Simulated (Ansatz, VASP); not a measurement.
## CdS: VASP beside Ansatz

```
Cd S
1.0
     4.19644    0.00000    0.00000
    -2.09822    3.63422    0.00000
     0.00000    0.00000    6.82915
Cd S
2 2
Cartesian
  2.0982 1.2114 3.4161
  0.0000 2.4228 0.0016
  2.0982 1.2114 5.9876
  0.0000 2.4228 2.5730
```

Alike in both runs: task single point; functional PBE; k mesh 9 × 9 × 4; occupations gaussian, width 0.02 eV; no spin polarisation.

|  | VASP | Ansatz |
| --- | --- | --- |
| version | VASP 6.6.1 | Ansatz 0.2.0 |
| potentials or method | VASP PAW PBE potentials, release 64 (Cd, S), cutoff 520 eV | scalar-relativistic, plane waves, PAW |
| valence electrons in the cell | 36 | 52 |

|  | VASP | Ansatz | Ansatz less VASP |
| --- | --- | --- | --- |
| gap on the k mesh at the Fermi level (eV) | 1.11 | 1.11 | -0.001 |
| least direct gap on the mesh (eV) | 1.11 | 1.11 | -0.001 |
| pressure (GPa) | 0.3 | 0.0 | -0.29 |

VASP's potentials hold 36 valence electrons a cell and Ansatz's 52, so a difference there can come from the potentials and not from the codes.
